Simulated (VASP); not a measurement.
A run of VASP 6.6.1 is set up as follows.

Contents of INCAR:

```
PREC     = Accurate       # precision mode
ENCUT    = 600            # plane-wave cutoff, eV
EDIFF    = 1E-6           # SCF threshold, eV
ISMEAR   = 0              # smearing method
SIGMA    = 0.2            # smearing width, eV
LREAL    = F              # projectors in reciprocal space
LASPH    = T              # aspherical terms in the spheres
NELM     = 80             # most SCF steps
ALGO     = Normal         # electronic algorithm
ISIF     = 3              # what is computed and relaxed
LWAVE    = F              # write WAVECAR
LCHARG   = F              # write CHGCAR
GGA      = PE             # functional
IBRION   = 2              # ionic algorithm
NSW      = 36             # ionic steps
EDIFFG   = -0.08          # ionic threshold
```

Contents of KPOINTS:

```
Automatic mesh
0
Gamma
  4 4 2
```

File POSCAR:

```
Si6Ru
1.0
    3.9956425200      0.0000000000      0.0000000000
    0.0000000000      3.9956425200      0.0000000000
    0.0000000000      0.0000000000      8.1026663100
Si Ru
6 1
Direct
    0.0000000000      0.5000000000      0.5000000000
    0.5000000000      0.0000000000      0.5000000000
    0.0000000000      0.5000000000      0.8514840500
    0.5000000000      0.0000000000      0.8514840500
    0.0000000000      0.5000000000      0.1485159500
    0.5000000000      0.0000000000      0.1485159500
    0.0000000000      0.0000000000      0.0000000000
```

Potentials or basis: VASP PAW PBE potentials, release 64 (Si, Ru_pv).

Run with:

```bash
$ cat potpaw_PBE.64/Si/POTCAR potpaw_PBE.64/Ru_pv/POTCAR > POTCAR
$ mpirun -np 1 vasp_std > vasp.out
```

**Question.** Predict the space group after relaxing (to 0.05 Å).

**Answer.** P4/mmm (No. 123).

**Question.** Estimate the relaxed volume.

**Answer.** 16.06 Å³/atom.

**Question.** What does it give for the band gap on the k mesh?

**Answer.** Zero (band 19 reaches 9.52 eV, above the bottom of band 20 at 7.55 eV).

**Question.** Estimate the relaxed cell.

**Answer.** a = 3.776 Å, b = 3.776 Å, c = 7.881 Å, α = 90.00°, β = 90.00°, γ = 90.00°.

Forces in eV/Å, atoms in the order of the input:
```
Si   0.000  0.000  0.000
Si   0.000  0.000  0.000
Si   0.000  0.000 -0.015
Si   0.000  0.000 -0.015
Si   0.000  0.000  0.015
Si   0.000  0.000  0.015
Ru   0.000  0.000  0.000
```

Caveat: the k points lie up to 0.42 Å⁻¹ apart in the final cell; the relaxation stopped at a loose force limit of 0.08 eV/Å, so its end isn't a converged minimum.
